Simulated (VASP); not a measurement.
# CdSe (zincblende type) (F-43m) in VASP: further runs

CdSe (zincblende type) is run at these levels: LDA; tasks: single point.

Program: VASP 6.6.1. These are calculated values, not measurements. Logs are shortened: lines on timing, memory, paths and dates and some standing lists are left out, and cuts for length are marked.

## Step 1: The cell of the first run

It takes space group F-43m (No. 216, cubic). The conventional cell has a = 5.386 Å, b = 5.386 Å, c = 5.386 Å, α = 90.00°, β = 90.00°, γ = 90.00°. Within 3.1 Å of Cd (site symmetry -43m) lie 4 Se at 2.33 Å. Se (site symmetry -43m) has 4 Cd at 2.33 Å within 3.1 Å.

## Step 2: Single point, LDA (volume scaled by 0.72)

The input, INCAR:

```
SYSTEM = CdSe
  ALGO = Normal
  EDIFF = 1E-6
  ENCUT = 500
  GGA_COMPAT = .FALSE.
  ISIF = 2
  ISMEAR = -1
  LASPH = .TRUE.
  LCHARG = .FALSE.
  LREAL = .FALSE.
  LWAVE = .FALSE.
  NBANDS = 16
  NELM = 120
  PREC = Accurate
  SIGMA = 0.05
```

The input, KPOINTS:

```
k-points
0
G
  11 11 11
  0 0 0
```

The input, POSCAR:

```
CdSe
1.0
    0.0000000000      2.6927663868      2.6927663868
    2.6927663868      0.0000000000      2.6927663868
    2.6927663868      2.6927663868      0.0000000000
Cd Se
1 1
Direct
    0.0000000000      0.0000000000      0.0000000000
    0.2500000000      0.2500000000      0.2500000000
```

Potentials or basis: VASP PAW LDA potentials, release 64 (Cd, Se).

Started as:

```sh
$ cat potpaw_LDA.64/Cd/POTCAR potpaw_LDA.64/Se/POTCAR > POTCAR
$ mpirun -np 1 vasp_std > vasp.out
```

OUTCAR:

```text
SYSTEM = CdSe
   EDIFF = 1E-6
   ENCUT = 500
   ISIF = 2
   ISMEAR = -1
   LASPH = .TRUE.
   LREAL = .FALSE.
   NELM = 120
   PREC = Accurate

 ion  position               nearest neighbor table
   1  0.000  0.000  0.000-   2 2.33   2 2.33   2 2.33   2 2.33
   2  0.250  0.250  0.250-   1 2.33   1 2.33   1 2.33   1 2.33

  LATTYP: Found a face centered cubic cell.
 ALAT       =     5.3855327736

  Lattice vectors:

 A1 = (   0.0000000000,   2.6927663868,   2.6927663868)
 A2 = (   2.6927663868,   0.0000000000,   2.6927663868)
 A3 = (   2.6927663868,   2.6927663868,   0.0000000000)

Analysis of symmetry for initial positions (statically):
=====================================================================
 Subroutine PRICEL returns:
 Original cell was already a primitive cell.

 Routine SETGRP: Setting up the symmetry group for a
 face centered cubic supercell.

 Subroutine GETGRP returns: Found 24 space group operations
 (whereof 24 operations were pure point group operations)
 out of a pool of 48 trial point group operations.

The static configuration has the point symmetry T_d .

Analysis of symmetry for dynamics (positions and initial velocities):
=====================================================================
 Subroutine PRICEL returns:
 Original cell was already a primitive cell.

 Routine SETGRP: Setting up the symmetry group for a
 face centered cubic supercell.

 Subroutine GETGRP returns: Found 24 space group operations
 (whereof 24 operations were pure point group operations)
 out of a pool of 48 trial point group operations.

The dynamic configuration has the point symmetry T_d .

 Subroutine INISYM returns: Found 24 space group operations
 (whereof 24 operations are pure point group operations),
 and found     1 'primitive' translations

----------------------------------------------------------------------------------------

                                     Primitive cell

  volume of cell :      39.0504

  direct lattice vectors                    reciprocal lattice vectors
     0.000000000  2.692766387  2.692766387    -0.185682651  0.185682651  0.185682651
     2.692766387  0.000000000  2.692766387     0.185682651 -0.185682651  0.185682651
     2.692766387  2.692766387  0.000000000     0.185682651  0.185682651 -0.185682651

  length of vectors
     3.808146745  3.808146745  3.808146745     0.321611785  0.321611785  0.321611785

  position of ions in fractional coordinates (direct lattice)
     0.000000000  0.000000000  0.000000000
     0.250000000  0.250000000  0.250000000

  ion indices of the primitive-cell ions
   primitive index   ion index
                 1           1
                 2           2

----------------------------------------------------------------------------------------

 KPOINTS: k-points

Automatic generation of k-mesh.
 Grid dimensions read from file:
 generate k-points for:   11   11   11

 Generating k-lattice:

  Cartesian coordinates                     Fractional coordinates (reciprocal lattice)
    -0.016880241  0.016880241  0.016880241     0.090909091  0.000000000  0.000000000
     0.016880241 -0.016880241  0.016880241     0.000000000  0.090909091  0.000000000
     0.016880241  0.016880241 -0.016880241     0.000000000  0.000000000  0.090909091

  Length of vectors
     0.029237435  0.029237435  0.029237435

  Shift w.r.t. Gamma in fractional coordinates (k-lattice)
     0.000000000  0.000000000  0.000000000

 Subroutine IBZKPT returns following result:
 ===========================================

 Found     56 irreducible k-points:

 Following reciprocal coordinates:
            Coordinates               Weight
  0.000000  0.000000  0.000000      1.000000
  0.090909  0.000000  0.000000      8.000000
  0.181818  0.000000  0.000000      8.000000
  0.272727  0.000000  0.000000      8.000000
  0.363636  0.000000  0.000000      8.000000
  0.454545  0.000000  0.000000      8.000000
[... 16 lines left out ...]
 -0.272727  0.181818  0.000000     24.000000
 -0.181818  0.181818  0.000000     12.000000
 [... further k-points ...]
   k-points           NKPTS =     56   k-points in BZ     NKDIM =     56   number of bands    NBANDS=     16
   number of dos      NEDOS =    301   number of ions     NIONS =      2
   total plane-waves  NPLWV =  21952
   dimension x,y,z NGX =    28 NGY =   28 NGZ =   28
   dimension x,y,z NGXF=    56 NGYF=   56 NGZF=   56
   ions per type =               1   1
   NGX,Y,Z   is equivalent  to a cutoff of  12.22, 12.22, 12.22 a.u.
   NGXF,Y,Z  is equivalent  to a cutoff of  24.45, 24.45, 24.45 a.u.
 SYSTEM =  CdSe
   PREC   = accura    normal or accurate (medium, high low for compatibility)
   ISTART =      0    job   : 0-new  1-cont  2-samecut
   ICHARG =      2    charge: 1-file 2-atom 10-const
   ISPIN  =      1    spin polarized calculation?
   LNONCOLLINEAR =      F non collinear calculations
   LSORBIT =      F    spin-orbit coupling
   LASPH  =      T    aspherical Exc in radial PAW
   ENCUT  =  500.0 eV  36.75 Ry    6.06 a.u.   6.94  6.94  6.94*2*pi/ulx,y,z
   NELM   =    120;   NELMIN=  2; NELMDL= -5     # of ELM steps
   EDIFF  = 0.1E-05   stopping-criterion for ELM
   LREAL  =      F    real-space projection
   EDIFFG = 0.1E-04   stopping-criterion for IOM
   NSW    =      0    number of steps for IOM
   IBRION =     -1    ionic relax: 0-MD 1-quasi-New 2-CG
   NFREE  =      0    steps in history (QN), initial steepest desc. (CG)
   ISIF   =      2    stress and relaxation
   ISYM   =      2    0-nonsym 1-usesym 2-fastsym
   POTIM  = 0.5000    time-step for ionic-motion
   TEBEG  =    0.0;   TEEND  =   0.0 temperature during run
   PSTRESS=    0.0 pullay stress
   NELECT =      18.0000    total number of electrons
   NUPDOWN=      -1.0000    fix difference up-down
   EMIN   =  10.00;   EMAX   =-10.00  energy-range for DOS
   EFERMI =   0.00;   METHOD = LEGACY
   ISMEAR =    -1;   SIGMA  =   0.05  broadening in eV -4-tet -1-fermi 0-gaus
   EFERMI_NEDOS =   21; number of points for ismear=-14 and -15
   IALGO  =     38    algorithm
   IMIX   =      4    mixing-type and parameters
     AMIX     =   0.40;   BMIX     =  1.00
     AMIX_MAG =   1.60;   BMIX_MAG =  1.00
  volume/ion in A,a.u.               =      19.53       131.76
  Fermi-wavevector in a.u.,A,eV,Ry     =   1.264611  2.389768 21.758998  1.599241
  Thomas-Fermi vector in A             =   2.397907
   LORBIT       =      0    0 simple, 1 ext, 2 COOP (PROOUT), +10 PAW based schemes
   GGA     = CA    functional components
   LHFCALC =     F    Hartree Fock is set to
   AEXX    =    0.0000 exact exchange contribution
   IVDW    =     0    specifies the selected vdW correction
   LEPSILON=     F    determine dielectric tensor
   LRPA    =     F    only Hartree local field effects (RPA)
 non-spin polarized calculation
  energy-cutoff  :      500.00
  volume of cell :       39.05
 maximum number of plane-waves:      1006
   NGX = 13   NGY = 13   NGZ = 13

 number of electron      18.0000007 magnetization

 Free energy of the ion-electron system (eV)
  ---------------------------------------------------
  ext. energy  EPLUGINS =         0.00000000
  ---------------------------------------------------
  free energy    TOTEN  =        -5.24314474 eV

  energy without entropy =       -5.24314462  energy(sigma->0) =       -5.24314468

 E-fermi :   5.2222     XC(G=0): -11.0079

 val. band max:        4.6676013735   @ k =   0.0000   0.0000   0.0000
 cond. band min:       5.7046395150   @ k =   0.0000   0.0000   0.0000
 fundamental gap:      1.0370381416
 Fermi energy:         5.2222172294

 k-point     1 :       0.0000    0.0000    0.0000
  band No.  band energies     occupation
      1     -10.8635      2.00000
      2      -5.4502      2.00000
      3      -5.4502      2.00000
      4      -5.4502      2.00000
      5      -4.5253      2.00000
      6      -4.5253      2.00000
[... 8 lines left out ...]
     15      16.5345      0.00000
     16      16.5345      0.00000

 k-point     2 :       0.0909    0.0000    0.0000
  band No.  band energies     occupation
      1     -10.8019      2.00000
      2      -5.4278      2.00000
      3      -5.4278      2.00000
      4      -5.4262      2.00000
      5      -4.5284      2.00000
      6      -4.5284      2.00000
[... 8 lines left out ...]
     15      15.5666      0.00000
     16      15.8005      0.00000

 k-point     3 :       0.1818    0.0000    0.0000
  band No.  band energies     occupation
      1     -10.6342      2.00000
      2      -5.3707      2.00000
      3      -5.3707      2.00000
      4      -5.3292      2.00000
      5      -4.5313      2.00000
      6      -4.5313      2.00000
[... 8 lines left out ...]
     15      14.9383      0.00000
     16      15.3818      0.00000

 k-point     4 :       0.2727    0.0000    0.0000
  band No.  band energies     occupation
      1     -10.4103      2.00000
      2      -5.3051      2.00000
      3      -5.3051      2.00000
      4      -5.0935      2.00000
      5      -4.5205      2.00000
      6      -4.5205      2.00000
[... 8 lines left out ...]
     15      15.1298      0.00000
     16      15.1298      0.00000
[... 324 lines left out ...]
 k-point    22 :      -0.3636    0.1818    0.0000
  band No.  band energies     occupation
      1     -10.0122      2.00000
      2      -5.2031      2.00000
      3      -5.1363      2.00000
      4      -4.5924      2.00000
      5      -4.5196      2.00000
      6      -3.9768      2.00000
[... 8 lines left out ...]
     15      16.3084      0.00000
     16      17.5877      0.00000

 k-point    23 :      -0.2727    0.1818    0.0000
  band No.  band energies     occupation
      1     -10.1473      2.00000
      2      -5.2134      2.00000
      3      -5.1941      2.00000
      4      -4.7803      2.00000
      5      -4.5656      2.00000
      6      -4.3391      2.00000
[... 8 lines left out ...]
     15      17.1816      0.00000
     16      18.3853      0.00000

 k-point    24 :      -0.1818    0.1818    0.0000
  band No.  band energies     occupation
      1     -10.3364      2.00000
      2      -5.2717      2.00000
      3      -5.2524      2.00000
      4      -5.0724      2.00000
      5      -4.5784      2.00000
      6      -4.4464      2.00000
[... 8 lines left out ...]
     15      16.7133      0.00000
     16      17.9669      0.00000

 [... further k-points ...]

------------------------ aborting loop because EDIFF is reached ----------------------------------------

  FORCE on cell =-STRESS in cart. coord.  units (eV):
  Direction    XX          YY          ZZ          XY          YZ          ZX
  --------------------------------------------------------------------------------------
  -------------------------------------------------------------------------------------
  Total       10.4548504     10.4548504     10.4548504     -0.0000000     -0.0000000     -0.0000000
  in kB      428.9457593    428.9457593    428.9457593     -0.0000000     -0.0000000     -0.0000000
  external PRESSURE =     428.9457593 kB  Pullay stress =       0.0000000 kB

 VOLUME and BASIS-vectors are now :
 -----------------------------------------------------------------------------
  energy-cutoff  :      500.00
  volume of cell :       39.05
      direct lattice vectors                 reciprocal lattice vectors
     0.000000000  2.692766387  2.692766387    -0.185682651  0.185682651  0.185682651
     2.692766387  0.000000000  2.692766387     0.185682651 -0.185682651  0.185682651
     2.692766387  2.692766387  0.000000000     0.185682651  0.185682651 -0.185682651

 POSITION                                       TOTAL-FORCE (eV/Angst)
 -----------------------------------------------------------------------------------
      0.00000      0.00000      0.00000        -0.000000     -0.000000      0.000000
      1.34638      1.34638      1.34638         0.000000      0.000000     -0.000000
 -----------------------------------------------------------------------------------
    total drift:                               -0.000000     -0.000000     -0.000000

  FREE ENERGIE OF THE ION-ELECTRON SYSTEM (eV)
  ---------------------------------------------------
  free  energy   TOTEN  =        -5.2431447385 eV

  energy  without entropy=       -5.2431446239  energy(sigma->0) =       -5.24314468
```

Run time: 16 s. Hardware: 1 thread of AMD EPYC 9R45 (Zen 5), shared host; peak memory 0.13 GiB.

Results:

```
Free energy            : -5.2431 eV
Pressure               : 42.9 GPa
Band gap on the k mesh : 1.04 eV, direct
```

Levels at points of the mesh, in eV from the valence-band top:
| k point | band 7 | band 8 | band 9 | band 10 | band 11 | band 12 |
| --- | --- | --- | --- | --- | --- | --- |
| (0.00, 0.00, 0.00) | 0.00 | 0.00 | 0.00 | 1.04 | 5.50 | 5.50 |

(Part 1 of 2 ends here.)
